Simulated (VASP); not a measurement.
# ZnSe (Pm-3m) in VASP: settings compared

ZnSe is run at these levels: PBE, r2SCAN; tasks: single point.

Everything below comes from runs of VASP 6.6.1. Logs are shortened: lines on timing, memory, paths and dates and some standing lists are left out, and cuts for length are marked.

## Step 1: The cell of the first run

The structure is cubic, space group Pm-3m (No. 221). Conventional cell: a = 3.325 Å, b = 3.325 Å, c = 3.325 Å, α = 90.00°, β = 90.00°, γ = 90.00°. Zn (site symmetry m-3m) has 8 Se at 2.88 Å and 6 Zn at 3.33 Å within 3.8 Å. Se (site symmetry m-3m) has 8 Zn at 2.88 Å and 6 Se at 3.33 Å within 3.8 Å.

## Step 2: Single point, PBE

File INCAR:

```
PREC     = Accurate       # precision mode
ENCUT    = 500            # plane-wave cutoff, eV
EDIFF    = 1E-6           # SCF threshold, eV
ISMEAR   = -1             # smearing method
SIGMA    = 0.02           # smearing width, eV
LREAL    = F              # projectors in reciprocal space
LASPH    = T              # aspherical terms in the spheres
NELM     = 120            # most SCF steps
ALGO     = Normal         # electronic algorithm
ISIF     = 2              # what is computed and relaxed
LWAVE    = F              # write WAVECAR
LCHARG   = T              # write CHGCAR
GGA      = PE             # functional
LELF     = T              # ELF
LVHAR    = T            
NBANDS   = 16             # bands
GGA_COMPAT= F
```

File KPOINTS:

```
Automatic mesh
0
Gamma
  6 6 6
```

File POSCAR:

```
ZnSe
1.0
    3.3251530431      0.0000000000      0.0000000000
    0.0000000000      3.3251530431      0.0000000000
    0.0000000000      0.0000000000      3.3251530431
Zn Se
1 1
Direct
    0.0000000000      0.0000000000      0.0000000000
    0.5000000000      0.5000000000      0.5000000000
```

Potentials or basis: VASP PAW PBE potentials, release 64 (Zn, Se).

Started as:

```sh
$ cat potpaw_PBE.64/Zn/POTCAR potpaw_PBE.64/Se/POTCAR > POTCAR
$ mpirun -np 1 vasp_std > vasp.out
```

OUTCAR:

```text
PREC = Accurate
   ENCUT = 500
   EDIFF = 1E-6
   ISMEAR = -1
   LREAL = F
   LASPH = T
   NELM = 120
   ISIF = 2
   GGA = PE

 ion  position               nearest neighbor table
   1  0.000  0.000  0.000-   2 2.88   2 2.88   2 2.88   2 2.88   2 2.88   2 2.88   2 2.88   2 2.88

   2  0.500  0.500  0.500-   1 2.88   1 2.88   1 2.88   1 2.88   1 2.88   1 2.88   1 2.88   1 2.88

  LATTYP: Found a simple cubic cell.
 ALAT       =     3.3251530431

  Lattice vectors:

 A1 = (   3.3251530431,   0.0000000000,   0.0000000000)
 A2 = (   0.0000000000,   3.3251530431,   0.0000000000)
 A3 = (   0.0000000000,   0.0000000000,   3.3251530431)

Analysis of symmetry for initial positions (statically):
=====================================================================
 Subroutine PRICEL returns:
 Original cell was already a primitive cell.

 Routine SETGRP: Setting up the symmetry group for a
 simple cubic supercell.

 Subroutine GETGRP returns: Found 48 space group operations
 (whereof 48 operations were pure point group operations)
 out of a pool of 48 trial point group operations.

The static configuration has the point symmetry O_h .

Analysis of symmetry for dynamics (positions and initial velocities):
=====================================================================
 Subroutine PRICEL returns:
 Original cell was already a primitive cell.

 Routine SETGRP: Setting up the symmetry group for a
 simple cubic supercell.

 Subroutine GETGRP returns: Found 48 space group operations
 (whereof 48 operations were pure point group operations)
 out of a pool of 48 trial point group operations.

The dynamic configuration has the point symmetry O_h .

 Subroutine INISYM returns: Found 48 space group operations
 (whereof 48 operations are pure point group operations),
 and found     1 'primitive' translations

----------------------------------------------------------------------------------------

                                     Primitive cell

  volume of cell :      36.7650

  direct lattice vectors                    reciprocal lattice vectors
     3.325153043  0.000000000  0.000000000     0.300738037  0.000000000  0.000000000
     0.000000000  3.325153043  0.000000000     0.000000000  0.300738037  0.000000000
     0.000000000  0.000000000  3.325153043     0.000000000  0.000000000  0.300738037

  length of vectors
     3.325153043  3.325153043  3.325153043     0.300738037  0.300738037  0.300738037

  position of ions in fractional coordinates (direct lattice)
     0.000000000  0.000000000  0.000000000
     0.500000000  0.500000000  0.500000000

  ion indices of the primitive-cell ions
   primitive index   ion index
                 1           1
                 2           2

----------------------------------------------------------------------------------------

 KPOINTS: Automatic mesh

Automatic generation of k-mesh.
 Grid dimensions read from file:
 generate k-points for:    6    6    6

 Generating k-lattice:

  Cartesian coordinates                     Fractional coordinates (reciprocal lattice)
     0.050123006  0.000000000  0.000000000     0.166666667  0.000000000  0.000000000
     0.000000000  0.050123006  0.000000000     0.000000000  0.166666667  0.000000000
     0.000000000  0.000000000  0.050123006     0.000000000  0.000000000  0.166666667

  Length of vectors
     0.050123006  0.050123006  0.050123006

  Shift w.r.t. Gamma in fractional coordinates (k-lattice)
     0.000000000  0.000000000  0.000000000

 Subroutine IBZKPT returns following result:
 ===========================================

 Found     20 irreducible k-points:

 Following reciprocal coordinates:
            Coordinates               Weight
  0.000000  0.000000  0.000000      1.000000
  0.166667  0.000000  0.000000      6.000000
  0.333333  0.000000  0.000000      6.000000
  0.500000  0.000000  0.000000      3.000000
  0.166667  0.166667  0.000000     12.000000
  0.333333  0.166667  0.000000     24.000000
[... 12 lines left out ...]
  0.500000  0.500000  0.333333      6.000000
  0.500000  0.500000  0.500000      1.000000
   k-points           NKPTS =     20   k-points in BZ     NKDIM =     20   number of bands    NBANDS=     16
   number of dos      NEDOS =    301   number of ions     NIONS =      2
   total plane-waves  NPLWV =  13824
   dimension x,y,z NGX =    24 NGY =   24 NGZ =   24
   dimension x,y,z NGXF=    48 NGYF=   48 NGZF=   48
   ions per type =               1   1
   NGX,Y,Z   is equivalent  to a cutoff of  12.00, 12.00, 12.00 a.u.
   NGXF,Y,Z  is equivalent  to a cutoff of  24.00, 24.00, 24.00 a.u.
 SYSTEM =  unknown system
   PREC   = accura    normal or accurate (medium, high low for compatibility)
   ISTART =      0    job   : 0-new  1-cont  2-samecut
   ICHARG =      2    charge: 1-file 2-atom 10-const
   ISPIN  =      1    spin polarized calculation?
   LNONCOLLINEAR =      F non collinear calculations
   LSORBIT =      F    spin-orbit coupling
   LASPH  =      T    aspherical Exc in radial PAW
   ENCUT  =  500.0 eV  36.75 Ry    6.06 a.u.   6.06  6.06  6.06*2*pi/ulx,y,z
   NELM   =    120;   NELMIN=  2; NELMDL= -5     # of ELM steps
   EDIFF  = 0.1E-05   stopping-criterion for ELM
   LREAL  =      F    real-space projection
   EDIFFG = 0.1E-04   stopping-criterion for IOM
   NSW    =      0    number of steps for IOM
   IBRION =     -1    ionic relax: 0-MD 1-quasi-New 2-CG
   NFREE  =      0    steps in history (QN), initial steepest desc. (CG)
   ISIF   =      2    stress and relaxation
   ISYM   =      2    0-nonsym 1-usesym 2-fastsym
   POTIM  = 0.5000    time-step for ionic-motion
   TEBEG  =    0.0;   TEEND  =   0.0 temperature during run
   PSTRESS=    0.0 pullay stress
   NELECT =      18.0000    total number of electrons
   NUPDOWN=      -1.0000    fix difference up-down
   EMIN   =  10.00;   EMAX   =-10.00  energy-range for DOS
   EFERMI =   0.00;   METHOD = LEGACY
   ISMEAR =    -1;   SIGMA  =   0.02  broadening in eV -4-tet -1-fermi 0-gaus
   EFERMI_NEDOS =   21; number of points for ismear=-14 and -15
   IALGO  =     38    algorithm
   IMIX   =      4    mixing-type and parameters
     AMIX     =   0.40;   BMIX     =  1.00
     AMIX_MAG =   1.60;   BMIX_MAG =  1.00
  volume/ion in A,a.u.               =      18.38       124.05
  Fermi-wavevector in a.u.,A,eV,Ry     =   1.290290  2.438295 22.651639  1.664849
  Thomas-Fermi vector in A             =   2.422131
   LORBIT       =      0    0 simple, 1 ext, 2 COOP (PROOUT), +10 PAW based schemes
   GGA     = PE    functional components
   LHFCALC =     F    Hartree Fock is set to
   AEXX    =    0.0000 exact exchange contribution
   IVDW    =     0    specifies the selected vdW correction
   LEPSILON=     F    determine dielectric tensor
   LRPA    =     F    only Hartree local field effects (RPA)
 non-spin polarized calculation
  energy-cutoff  :      500.00
  volume of cell :       36.77
 maximum number of plane-waves:       968
   NGX = 13   NGY = 13   NGZ = 13

 number of electron      17.9999961 magnetization

 Free energy of the ion-electron system (eV)
  ---------------------------------------------------
  ext. energy  EPLUGINS =         0.00000000
  ---------------------------------------------------
  free energy    TOTEN  =        -4.37374395 eV

  energy without entropy =       -4.37105442  energy(sigma->0) =       -4.37239919

 E-fermi :   4.0794     XC(G=0): -10.8031

 val. band max:        4.0616696206   @ k =   0.3333   0.1667   0.0000
 cond. band min:       4.2498446550   @ k =   0.5000   0.3333   0.3333
 fundamental gap:      0.1881750344
 Fermi energy:         4.0794107466

 k-point     1 :       0.0000    0.0000    0.0000
  band No.  band energies     occupation
      1     -10.5467      2.00000
      2      -2.9816      2.00000
      3      -2.9816      2.00000
      4      -2.6807      2.00000
      5      -2.6807      2.00000
      6      -2.6807      2.00000
[... 8 lines left out ...]
     15      15.3215      0.00000
     16      19.6637      0.00000

 k-point     2 :       0.1667    0.0000    0.0000
  band No.  band energies     occupation
      1     -10.3015      2.00000
      2      -2.9697      2.00000
      3      -2.9681      2.00000
      4      -2.7293      2.00000
      5      -2.7293      2.00000
      6      -2.6774      2.00000
[... 8 lines left out ...]
     15      14.3255      0.00000
     16      19.0049      0.00000

 k-point     3 :       0.3333    0.0000    0.0000
  band No.  band energies     occupation
      1      -9.7017      2.00000
      2      -3.1975      2.00000
      3      -2.9459      2.00000
      4      -2.8205      2.00000
      5      -2.8205      2.00000
      6      -2.6708      2.00000
[... 8 lines left out ...]
     15      16.0948      0.00000
     16      17.0998      0.00000

 k-point     4 :       0.5000    0.0000    0.0000
  band No.  band energies     occupation
      1      -9.3104      2.00000
      2      -3.7303      2.00000
      3      -2.9339      2.00000
      4      -2.8635      2.00000
      5      -2.8635      2.00000
      6      -2.6674      2.00000
[... 8 lines left out ...]
     15      14.7280      0.00000
     16      20.6702      0.00000
[... 248 lines left out ...]
 k-point    18 :       0.5000    0.3333    0.3333
  band No.  band energies     occupation
      1      -8.0410      2.00000
      2      -3.1590      2.00000
      3      -3.1326      2.00000
      4      -2.8103      2.00000
      5      -2.6713      2.00000
      6      -2.6128      2.00000
[... 8 lines left out ...]
     15      18.8815      0.00000
     16      20.5988      0.00000

 k-point    19 :       0.5000    0.5000    0.3333
  band No.  band energies     occupation
      1      -7.7603      2.00000
      2      -3.1923      2.00000
      3      -3.1923      2.00000
      4      -3.0170      2.00000
      5      -2.6398      2.00000
      6      -2.5612      2.00000
[... 8 lines left out ...]
     15      21.7725      0.00000
     16      21.7725      0.00000

 k-point    20 :       0.5000    0.5000    0.5000
  band No.  band energies     occupation
      1      -7.4575      2.00000
      2      -3.2807      2.00000
      3      -3.2807      2.00000
      4      -3.2807      2.00000
      5      -2.5598      2.00000
      6      -2.5598      2.00000
[... 8 lines left out ...]
     15      23.3810      0.00000
     16      23.3810      0.00000

------------------------ aborting loop because EDIFF is reached ----------------------------------------

  FORCE on cell =-STRESS in cart. coord.  units (eV):
  Direction    XX          YY          ZZ          XY          YZ          ZX
  --------------------------------------------------------------------------------------
  -------------------------------------------------------------------------------------
  Total        0.2802468      0.2802468      0.2802468      0.0000000      0.0000000     -0.0000000
  in kB       12.2128325     12.2128325     12.2128325      0.0000000      0.0000000     -0.0000000
  external PRESSURE =      12.2128325 kB  Pullay stress =       0.0000000 kB

 VOLUME and BASIS-vectors are now :
 -----------------------------------------------------------------------------
  energy-cutoff  :      500.00
  volume of cell :       36.77
      direct lattice vectors                 reciprocal lattice vectors
     3.325153043  0.000000000  0.000000000     0.300738037  0.000000000  0.000000000
     0.000000000  3.325153043  0.000000000     0.000000000  0.300738037  0.000000000
     0.000000000  0.000000000  3.325153043     0.000000000  0.000000000  0.300738037

 POSITION                                       TOTAL-FORCE (eV/Angst)
 -----------------------------------------------------------------------------------
      0.00000      0.00000      0.00000         0.000000      0.000000      0.000000
      1.66258      1.66258      1.66258         0.000000      0.000000      0.000000
 -----------------------------------------------------------------------------------
    total drift:                               -0.000000      0.000000     -0.000000

  FREE ENERGIE OF THE ION-ELECTRON SYSTEM (eV)
  ---------------------------------------------------
  free  energy   TOTEN  =        -4.3737439514 eV

  energy  without entropy=       -4.3710544226  energy(sigma->0) =       -4.37239919
```

Wall time 21 s (1 thread of Intel Xeon 8259CL, shared host); peak memory 0.11 GiB.

Results:

- Free energy: -4.3737 eV
- Pressure: 1.2 GPa
- Band gap on the k mesh: zero (bands 9 and 10 overlap by 1.53 eV)

Caveat: the structure was generated, so it needn't be the stable form of ZnSe.

## Step 3: Single point, r2SCAN

POSCAR is that of step 2.

File INCAR.step1:

```
SYSTEM = ZnSe
PREC = Accurate ; ENCUT = 550
ISMEAR = -1 ; SIGMA = 0.02
LREAL = .False. ; LASPH = .True.
NELM = 120 ; NBANDS = 16
GGA = PE ; ALGO = Normal
EDIFF = 1E-5 ; LWAVE = .True.
LCHARG = .False. ; GGA_COMPAT = .False.
```

File INCAR.step2:

```
SYSTEM = ZnSe
PREC = Accurate ; ENCUT = 550
EDIFF = 1E-6 ; ISMEAR = -1
SIGMA = 0.02 ; LREAL = .False.
LASPH = .True. ; NELM = 120
ALGO = Normal ; ISIF = 2
LWAVE = .False. ; LCHARG = .False.
METAGGA = R2SCAN ; LMIXTAU = .True.
NBANDS = 16 ; ISTART = 1
GGA_COMPAT = .False.
```

File KPOINTS:

```
regular mesh
0
Gamma
  6 6 6
  0 0 0
```

Potentials or basis: VASP PAW PBE potentials, release 64 (Zn, Se).

Started as:

```sh
$ cat potpaw_PBE.64/Zn/POTCAR potpaw_PBE.64/Se/POTCAR > POTCAR
$ cp INCAR.step1 INCAR
$ mpirun -np 1 vasp_std > vasp.out
$ cp INCAR.step2 INCAR
$ mpirun -np 1 vasp_std > vasp.out
```

Wall time 2.5 min (1 thread of Intel Xeon 8259CL, shared host); peak memory 0.14 GiB.

The run converged. Its results:

| Property | Result |
| --- | --- |
| Free energy | -22.9371 eV |
| Pressure | -0.2 GPa |
| Band gap on the k mesh | zero (bands 9 and 10 overlap by 1.04 eV) |

Levels at points of the mesh, in eV from the Fermi level:
```tsv
k point	band 7	band 8	band 9	band 10	band 11	band 12
(0.00, 0.00, 0.00)	-1.24	-1.24	-1.24	-0.69	6.36	6.36
(0.50, 0.00, 0.00)	-6.49	0.24	0.24	3.92	4.83	7.08
(0.50, 0.50, 0.00)	-5.30	-5.30	-1.86	0.70	8.64	8.64
(0.50, 0.50, 0.50)	-2.83	-2.83	-2.83	1.41	1.41	1.41
```

Caveat: the structure was generated, so it needn't be the stable form of ZnSe; the PAW data sets were made with another functional, which shifts forces and pressure a little.

The gap in the log of VASP goes by the Fermi energy; the results here count the filled bands.